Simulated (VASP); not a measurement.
A run of VASP 6.6.1 is set up as follows.

Contents of INCAR:

```
AGGAC = 1.0 ; AGGAX = 1.0
ALDAC = 0.0 ; ALDAX = 1.0
ALGO = Normal ; EDIFF = 1E-6
EDIFFG = -0.01 ; ENCUT = 600
GGA = B5 ; IBRION = 2
ISIF = 3 ; ISMEAR = -1
LASPH = T ; LCHARG = F
LREAL = F ; LWAVE = F
NELM = 60 ; NSW = 80
PREC = Accurate ; SIGMA = 0.1
```

KPOINTS

```
k-points
0
Gamma
  13 13 4
```

File POSCAR:

```
Rh
1.0
    2.6891940459      0.0000000000      0.0000000000
   -1.3445970229      2.3289103594      0.0000000000
    0.0000000000      0.0000000000      8.7829077538
Rh
4
Direct
    0.0000000000      0.0000000000      0.0000000000
    0.0000000000      0.0000000000      0.5000000000
    0.3333333333      0.6666666667      0.2500000000
    0.6666666667      0.3333333333      0.7500000000
```

Potentials or basis: VASP PAW PBE potentials, release 64 (Rh_pv).

The run is started by

```console
$ cat potpaw_PBE.64/Rh_pv/POTCAR > POTCAR
$ mpirun -np 1 vasp_std > vasp.out
```

**Question.** Estimate the space group after relaxing (to 0.1 Å).

**Answer.** P6_3/mmc (No. 194).

**Question.** Estimate the relaxed volume.

**Answer.** 14.91 Å³/atom.

Final structure:
```
Rh
1.0
     2.76420    0.00000    0.00000
    -1.38210    2.39387    0.00000
     0.00000    0.00000    9.01338
Rh
4
Direct
  0.00000 0.00000 0.00000
  0.00000 0.00000 0.50000
  0.33333 0.66667 0.25000
  0.66667 0.33333 0.75000
```

Caveat: the highest band is partly filled, so the run has too few bands; the PAW data sets were made with another functional, which shifts forces and pressure a little.
